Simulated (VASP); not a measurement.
Runs of VASP 6.6.1 on PbS. The structure is that of space group I4_1md (No. 109), or close to it. The cells are those of the table. 

```csv
task,cell,k mesh,cutoff (eV),smearing,gap on the mesh (eV),pressure (GPa),largest force (eV/Å)
single point,"a = 7.777 Å, angles 151.2, 151.2, 41.2°, 4 atoms",10 × 10 × 10,520,gaussian 0.02 eV,0.76,0.0,0.01
relaxation of cell and atoms,"relaxed from a = 6.385 Å, angles 148.4, 148.4, 45.4°, 4 atoms",8 × 8 × 8,600,gaussian 0.1 eV,(b),0.0,-
single point,"a = 6.385 Å, angles 148.4, 148.4, 45.4°, 4 atoms",8 × 8 × 8,520,gaussian 0.1 eV,none,48.7,(a)
single point,"a = 7.722 Å, angles 150.9, 150.9, 41.6°, 4 atoms",8 × 8 × 8,520,gaussian 0.1 eV,0.82,0.0,-
```

Alike in all rows: level PBE; potentials or basis VASP PAW PBE potentials, release 64 (Pb_d, S); no spin polarisation.

Question: Fill in the values left out.

Answer: (a) 0.29; (b) 0.83.

Caveats: spin-orbit coupling is left out, which moves the levels of the heavy elements.

A k mesh can miss the band edges, and the runs leave out spin-orbit coupling on Pb.

A gap of «none» marks levels without a gap at the run's occupations.
